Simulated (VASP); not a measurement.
Input of a VASP 6.6.1 run:

File INCAR:

```
PREC = Accurate ; ENCUT = 500
EDIFF = 1E-6 ; ISMEAR = 0
SIGMA = 0.02 ; LREAL = F
LASPH = T ; NELM = 120
ALGO = Normal ; ISIF = 2
LWAVE = F ; LCHARG = T
GGA = PS ; LELF = T
LVHAR = T ; NBANDS = 35
GGA_COMPAT = F
```

The input KPOINTS:

```
Automatic mesh
0
Gamma
  12 12 2
```

Contents of POSCAR:

```
MoSe2
1.0
    3.2693322436      0.0000000000      0.0000000000
   -1.6346661218      2.8313247764      0.0000000000
    0.0000000000      0.0000000000     13.1091991856
Mo Se
2 4
Direct
    0.3333333333      0.6666666667      0.2500000000
    0.6666666667      0.3333333333      0.7500000000
    0.3333333333      0.6666666667      0.6230427511
    0.6666666667      0.3333333333      0.1230427511
    0.3333333333      0.6666666667      0.8769572489
    0.6666666667      0.3333333333      0.3769572489
```

Potentials or basis: VASP PAW PBE potentials, release 64 (Mo_sv, Se).

The run is started by

```console
$ cat potpaw_PBE.64/Mo_sv/POTCAR potpaw_PBE.64/Se/POTCAR > POTCAR
$ mpirun -np 1 vasp_std > vasp.out
```

Problem. Predict the largest force.

Solution. 0.046 eV/Å.

Problem. Predict the pressure.

Solution. 0.4 GPa.

Problem. What does it give for the band gap on the k mesh?

Solution. 0.91 eV (least direct gap 1.49 eV).

Stress tensor (GPa, compression positive):
```
0.30 0.00 0.00
0.00 0.30 0.00
0.00 0.00 0.44
```

Caveat: the PAW data sets were made with another functional, which shifts forces and pressure a little; this functional lacks dispersion, which binds the layers, so the pressure and a relaxed spacing across them are unreliable. A k mesh can miss the band edges.
